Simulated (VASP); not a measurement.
Set up this calculation in VASP 6.6.1, as the native input.

| Item | Value |
| --- | --- |
| Task | single point |
| Functional | BLYP |
| Potentials or basis | VASP PAW PBE potentials, release 64 (Fe) |
| Cutoff | 520 eV |
| k mesh | 17 × 17 × 17 |
| Occupations | fermi-dirac, width 0.1 eV |
| Spin | no spin polarisation |
| Dipole correction | no |
| Further INCAR settings | ALGO = Normal; EDIFF = 1e-06; NBANDS = 10 |

The structure of Fe lies in POSCAR:

```
Fe
1.0
    0.0000000000      1.8157934003      1.8157934003
    1.8157934003      0.0000000000      1.8157934003
    1.8157934003      1.8157934003      0.0000000000
Fe
1
Direct
    0.0000000000      0.0000000000      0.0000000000
```

This cell differs from its parent crystal: volume scaled by 1.12.

The input as run:

INCAR

```
PREC = Accurate ; ENCUT = 520
EDIFF = 1E-6 ; ISMEAR = -1
SIGMA = 0.1 ; LREAL = F
LASPH = T ; NELM = 100
ALGO = Normal ; ISIF = 2
LWAVE = F ; LCHARG = F
GGA = B5 ; ALDAX = 1.0
AGGAX = 1.0 ; AGGAC = 1.0
ALDAC = 0.0 ; NBANDS = 10
```

KPOINTS

```
regular mesh
0
Gamma
  17 17 17
```

Potentials or basis: VASP PAW PBE potentials, release 64 (Fe).

Command:

```bash
$ cat potpaw_PBE.64/Fe/POTCAR > POTCAR
$ mpirun -np 1 vasp_std > vasp.out
```

Results of the run:

```yaml
Pressure: -21.4 GPa
Band_gap_on_the_k_mesh: zero (band 4 reaches 6.62 eV, above the bottom of band 5 at 5.04 eV)
```

Caveat: the PAW data sets were made with another functional, which shifts forces and pressure a little; the run has no spin polarisation, though such a crystal can be magnetic.

Run time: 33 s on 1 thread of AMD EPYC 7R43 64-Core Processor (Zen 3), with other jobs on the host, peak memory 0.1 GiB.
